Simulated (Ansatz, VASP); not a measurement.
# PbS: VASP beside Ansatz

Contents of POSCAR:

```
PbS
1.0
    2.1126617058      1.2197458045      3.4519162518
   -2.1126617058      1.2197458045      3.4519162518
    0.0000000000     -2.4394916091      3.4519162518
Pb S
1 1
Direct
    0.9805657800      0.9805657800      0.9805657800
    0.4750355500      0.4750355500      0.4750355500
```

INCAR.step1

```
SYSTEM = PbS
ALGO = Normal
EDIFF = 1E-5
ENCUT = 520
GGA = PE
ISIF = 2
ISMEAR = -1
LASPH = .TRUE.
LCHARG = .FALSE.
LREAL = .FALSE.
LWAVE = .TRUE.
NBANDS = 17
NELM = 80
PREC = Accurate
SIGMA = 0.05
```

INCAR.step2

```
SYSTEM = PbS
AEXX = 0.25
ALGO = Normal
EDIFF = 1E-7
ENCUT = 520
GGA = PE
ISIF = 2
ISMEAR = -1
ISTART = 1
LASPH = .TRUE.
LCHARG = .FALSE.
LHFCALC = .TRUE.
LREAL = .FALSE.
LWAVE = .FALSE.
NBANDS = 17
NELM = 80
PREC = Accurate
PRECFOCK = Normal
SIGMA = 0.05
```

File KPOINTS:

```
k-points
0
G
  4 4 4
  0 0 0
```

input.yaml

```yaml
crystal:
  lattice:
    - [2.1126617058, 1.2197458045, 3.4519162518]
    - [-2.1126617058, 1.2197458045, 3.4519162518]
    - [0.0, -2.4394916091, 3.4519162518]
  atoms:
    - { symbol: Pb, position: [0.98056578, 0.98056578, 0.98056578] }
    - { symbol: S, position: [0.47503555, 0.47503555, 0.47503555] }
kpoints:
  mp_grid: { grid: [4, 4, 4] }
scf:
  occupations: { method: fermi_dirac, width: 0.05 }
hamiltonian:
  xc: pbe0
  pseudopotentials: { kind: all_electron, datasets: crystal }
output:
  forces: true
  stress: true
```

Alike in both runs: task single point; functional PBE0; k mesh 4 × 4 × 4; occupations fermi-dirac, width 0.05 eV; no spin polarisation.

|  | VASP | Ansatz |
| --- | --- | --- |
| version | VASP 6.6.1 | Ansatz 0.2.0 |
| potentials or method | VASP PAW PBE potentials, release 64 (Pb_d, S), cutoff 520 eV | all-electron PAW datasets made for the crystal |

VASP gave:

| Property | Result |
| --- | --- |
| gap on the k mesh at the Fermi level (eV) | 1.58 |
| least direct gap on the mesh (eV) | 1.58 |
| pressure (GPa) | -0.3 |
| rms of the force components (eV/Å) | 0.015 |

Problem. Which values does Ansatz return?

Solution. gap on the k mesh at the Fermi level (eV): 1.51; least direct gap on the mesh (eV): 1.51; pressure (GPa): -0.1; rms of the force components (eV/Å): 0.016.

Atom by atom the forces differ by 0.001 eV/Å (rms over components). Ansatz ran all-electron here, and VASP with PAW potentials.

The k mesh is coarse, so the values compare programs but aren't converged. Neither program's run includes spin-orbit coupling.
